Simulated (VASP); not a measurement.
Crystal: CaO.

```
Ca O
1.0
     0.00000    2.39755    2.39755
     2.39755    0.00000    2.39755
     2.39755    2.39755    0.00000
Ca O
1 1
Direct
  0.00000 0.00000 0.00000
  0.50000 0.50000 0.50000
```

Base run:

- Program: VASP 6.6.1
- Functional: r2SCAN
- Potentials or basis: VASP PAW PBE potentials, release 64 (Ca_sv, O)
- Cutoff: 520 eV
- k mesh: 10 × 10 × 10
- Occupations: gaussian, width 0.01 eV
- Spin: no spin polarisation

Its results: band gap on the k mesh 4.19 eV, indirect (least direct gap 4.56 eV); pressure 1.1 GPa.

The run is repeated on the same cell with these changes: functional from r2SCAN to LDA; potentials or basis from VASP PAW PBE potentials, release 64 (Ca_sv, O) to VASP PAW LDA potentials, release 64 (Ca_sv, O). What comes out?

Band gap on the k mesh 3.46 eV, indirect (least direct gap 3.83 eV); pressure -5.5 GPa.

Caveats: the PAW data sets were made with another functional, which shifts forces and pressure a little (some runs).

A k mesh can miss the band edges.
